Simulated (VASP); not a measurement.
Zn, 2 atoms in the cell. It takes space group Fd-3m (No. 227, cubic). The conventional cell has a = 5.420 Å, b = 5.420 Å, c = 5.420 Å, α = 90.00°, β = 90.00°, γ = 90.00°. Within 3.1 Å of Zn (site symmetry -43m) lie 4 Zn at 2.35 Å. This isn't the form of Zn at room conditions, which is hcp.

* Program: VASP 6.6.1
* Task: relaxation of cell and atoms
* Functional: PBE
* Potentials or basis: VASP PAW PBE potentials, release 64 (Zn)
* Cutoff: 500 eV
* k mesh: 7 × 7 × 7
* Occupations: fermi-dirac, width 0.05 eV
* Spin: no spin polarisation
* Dipole correction: no
* Further INCAR settings: ALGO = Normal; EDIFF = 1e-07; IBRION = 2; EDIFFG = -0.03; NSW = 80; ISIF = 3

Potentials or basis: VASP PAW PBE potentials, release 64 (Zn).

Run with:

```sh
$ cat potpaw_PBE.64/Zn/POTCAR > POTCAR
$ mpirun -np 1 vasp_std > vasp.out
```

Hardware: 1 thread of Intel Xeon 8259CL (shared host).

Question: Estimate the wall time of this run.

Answer: Run time: 48 s on 1 thread of Intel Xeon 8259CL, with other jobs on the host, peak memory 0.16 GiB. Counts: scf iterations 40, k points 20, ion steps 4.
